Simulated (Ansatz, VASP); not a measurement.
**Al in VASP and in Ansatz**

```
Al
1.0
     0.00000    2.55135    2.55135
     2.55135    0.00000    2.55135
     2.55135    2.55135    0.00000
Al
2
Direct
  0.87500 0.87500 0.87500
  0.12500 0.12500 0.12500
```

Change from the starting cell: volume scaled by 0.6, LAPW.

Alike in both runs: task single point; functional PBE; k mesh 12 × 12 × 12; occupations fermi-dirac, width 0.05 eV; no spin polarisation.

|  | VASP | Ansatz |
| --- | --- | --- |
| version | VASP 6.6.1 | Ansatz 0.2.0 |
| potentials or method | VASP PAW PBE potentials, release 64 (Al), cutoff 520 eV | all-electron LAPW, scalar-relativistic |

Ansatz gave:

| Item | Value |
| --- | --- |
| pressure (GPa) | 50.8 |

Problem. Which values does VASP return?

Solution. Pressure (GPa): 51.3.

Both programs put the cell under a high pressure, so it lies far from rest at this level. Ansatz ran all-electron here, and VASP with PAW potentials.
